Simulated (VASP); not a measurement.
**BaTiO3: single point with PBE+U**

BaTiO3:

```xyz
5
Lattice="2.8577 1.6499 2.3378 -2.8577 1.6499 2.3378 0.0000 -3.2998 2.3378" Properties=species:S:1:pos:R:3 pbc="T T T"
Ba    0.0000    0.0000   -0.0044
Ti    0.0000    0.0000    3.4569
O     1.4144   -0.8166    2.4007
O    -1.4144   -0.8166    2.4007
O     0.0000    1.6332    2.4007
```

```
Program                : VASP 6.6.1
Task                   : single point
Functional             : PBE
Potentials or basis    : VASP PAW PBE potentials, release 64 (Ba_sv, Ti_sv, O)
Cutoff                 : 520 eV
k mesh                 : 7 × 7 × 7
Occupations            : fermi-dirac, width 0.05 eV
Spin                   : no spin polarisation
Hubbard terms          : Ti d U = 6.0 eV
Dipole correction      : no
Further INCAR settings : ALGO = Normal; EDIFF = 1e-06; NBANDS = 28
```

The pressure is 4.2 GPa, the largest force is 0.578 eV/Å and the band gap on the k mesh is 2.66 eV (least direct gap 2.92 eV).

Forces on the atoms (eV/Å):
```
Ba   0.000  0.000  0.026
Ti   0.000  0.000  0.578
O    0.244 -0.141 -0.201
O   -0.244 -0.141 -0.201
O    0.000  0.282 -0.201
```

Stress tensor (GPa, compression positive):
```
4.34 0.00 0.00
0.00 4.34 0.00
0.00 0.00 4.06
```

Levels at points of the mesh, in eV from the valence-band top:
```csv
k point,band 18,band 19,band 20,band 21,band 22,band 23
"(0.00, 0.00, 0.00)",-0.28,-0.25,-0.25,2.66,2.66,2.70
```

Eigenvalues of the final occupation matrices:
| site | spin | trace | eigenvalues |
| --- | --- | --- | --- |
| site 2 d | 1 | 0.75 | 0.10 0.10 0.10 0.23 0.23 |
| site 2 d | 2 | 0.75 | 0.10 0.10 0.10 0.23 0.23 |

Run time: 47 s on 1 thread of AMD EPYC 9R45 96-Core Processor (Zen 5), on a shared host, peak memory 0.19 GiB.

Caveat: the cell stands under pressure; spin-orbit coupling is left out, which moves the levels of the heavy elements. A k mesh can miss the band edges.
